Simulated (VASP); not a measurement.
Write the native input for VASP 6.6.1 that does the following.

```yaml
Task: single point
Functional: PBE
Potentials_or_basis: VASP PAW PBE potentials, release 64 (B, P, Al)
Cutoff: 520 eV
k_mesh: 8 × 8 × 8
Occupations: fermi-dirac, width 0.02 eV
Spin: no spin polarisation
Dipole_correction: no
Further_INCAR_settings: ALGO = Normal; EDIFF = 1e-07; NBANDS = 26
```

The structure of AlB3P4 lies in POSCAR:

```
AlB3P4
1.0
   -2.3984302585      2.3984302585      4.7703543457
    2.3984302585     -2.3984302585      4.7703543457
    2.3984302585      2.3984302585     -4.7703543457
B P Al
3 4 1
Direct
    0.7500000000      0.2500000000      0.5000000000
    0.5000000000      0.5000000000      0.0000000000
    0.2500000000      0.7500000000      0.5000000000
    0.1423250646      0.5893228033      0.0000000000
    0.8576749354      0.8576749354      0.4469977387
    0.5893228033      0.1423250646      0.0000000000
    0.4106771967      0.4106771967      0.5530022613
    0.0000000000      0.0000000000      0.0000000000
```

One way to write it, as run:

INCAR

```
SYSTEM = AlB3P4
PREC = Accurate
ENCUT = 520
EDIFF = 1E-7
ISMEAR = -1
SIGMA = 0.02
LREAL = .FALSE.
LASPH = .TRUE.
NELM = 80
ALGO = Normal
ISIF = 2
LWAVE = .FALSE.
LCHARG = .FALSE.
GGA = PE
NBANDS = 26
```

KPOINTS

```
Automatic mesh
0
G
  8 8 8
  0 0 0
```

Potentials or basis: VASP PAW PBE potentials, release 64 (B, P, Al).

Launch:

```sh
$ cat potpaw_PBE.64/B/POTCAR potpaw_PBE.64/P/POTCAR potpaw_PBE.64/Al/POTCAR > POTCAR
$ mpirun -np 1 vasp_std > vasp.out
```

Results of the run:

| Property | Result |
| --- | --- |
| Pressure | 0.9 GPa |
| Largest force | 0.149 eV/Å |
| Band gap on the k mesh | 0.93 eV (least direct gap 0.94 eV) |

It took 7.8 min on 1 thread of Intel Xeon 8259CL, on a shared host, peak memory 0.38 GiB.
